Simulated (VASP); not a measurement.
Write the native input for VASP 6.6.1 that does the following.

- Task: single point
- Functional: RPBE
- Potentials or basis: VASP PAW PBE potentials, release 64 (Ta_pv)
- Cutoff: 520 eV
- k mesh: 10 × 10 × 10
- Occupations: fermi-dirac, width 0.1 eV
- Spin: no spin polarisation
- Dipole correction: no
- Further INCAR settings: ALGO = Normal; EDIFF = 1e-07; NBANDS = 18

The structure of Ta lies in POSCAR:

```
Ta
1.0
    0.0000000000      3.0809512905      3.0809512905
    3.0809512905      0.0000000000      3.0809512905
    3.0809512905      3.0809512905      0.0000000000
Ta
2
Direct
    0.1250000000      0.1250000000      0.1250000000
    0.8750000000      0.8750000000      0.8750000000
```

This isn't the form of Ta at room conditions, which is bcc.

These files were run (other wordings do the same):

INCAR

```
  PREC = Accurate
  ENCUT = 520
  EDIFF = 1E-7
  ISMEAR = -1
  SIGMA = 0.1
  LREAL = False
  LASPH = True
  NELM = 60
  ALGO = Normal
  ISIF = 2
  LWAVE = False
  LCHARG = False
  GGA = RP
  NBANDS = 18
```

KPOINTS

```
regular mesh
0
Gamma
  10 10 10
```

Potentials or basis: VASP PAW PBE potentials, release 64 (Ta_pv).

The run is started by

```bash
$ cat potpaw_PBE.64/Ta_pv/POTCAR > POTCAR
$ mpirun -np 1 vasp_std > vasp.out
```

Results of the run:

| Quantity | Value |
| --- | --- |
| Pressure | 0.0 GPa |
| Band gap on the k mesh | zero (bands 11 and 12 overlap by 0.78 eV) |

Caveat: the PAW data sets were made with another functional, which shifts forces and pressure a little; spin-orbit coupling is left out, which moves the levels of the heavy elements.

Run time: 54 s on 1 thread of Intel Xeon 8259CL (shared host), peak memory 0.19 GiB.
